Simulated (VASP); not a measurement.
Runs of VASP 6.6.1 on MgBe2SeO2. The structure is that of space group P-6m2 (No. 187), or close to it. The cells are those of the table. 

```csv
task,spin,cell,k mesh,cutoff (eV),gap on the mesh (eV),pressure (GPa),moment (μB),relaxed volume (Å³/atom),largest force (eV/Å)
single point,"collinear, ferromagnetic start","a = 4.126, b = 4.126, c = 6.475 Å, angles 90.0, 90.0, 120.0°, 6 atoms",6 × 6 × 4,520,none,(a),0.00,-,0.99
relaxation of cell and atoms,off,"relaxed from a = 4.126, b = 4.126, c = 6.475 Å, angles 90.0, 90.0, 120.0°, 6 atoms",6 × 6 × 4,600,none,-0.1,-,13.06,0.02
relaxation of cell and atoms,off,"relaxed from a = 3.983, b = 3.983, c = 5.707 Å, angles 90.0, 90.0, 120.0°, 6 atoms",12 × 12 × 8,600,none,0.0,-,13.04,0.01
single point,off,"a = 3.983, b = 3.983, c = 5.707 Å, angles 90.0, 90.0, 120.0°, 6 atoms",6 × 6 × 4,520,none,0.0,-,-,0.03
single point,off,"a = 3.986, b = 3.986, c = 5.701 Å, angles 90.0, 90.0, 120.0°, 6 atoms",12 × 12 × 8,520,none,0.0,-,-,0.03
single point,"collinear, ferromagnetic start","a = 3.983, b = 3.983, c = 5.707 Å, angles 90.0, 90.0, 120.0°, 6 atoms",6 × 6 × 4,520,none,0.0,0.00,-,0.03
single point,off,"a = 4.126, b = 4.126, c = 6.475 Å, angles 90.0, 90.0, 120.0°, 6 atoms",6 × 6 × 4,520,none,-8.0,-,-,0.99
```

Alike in all rows: level PBE; potentials or basis VASP PAW PBE potentials, release 64 (Mg, Be, Se, O); smearing gaussian 0.1 eV.

Fill in the values left out.

(a) -7.9.

Caveats: the volume moved by over 15 % at a fixed basis, so the end points are rough (some runs).

A k mesh can miss the band edges, and the runs leave out spin-orbit coupling on Se.

A gap of «none» marks levels without a gap at the run's occupations.
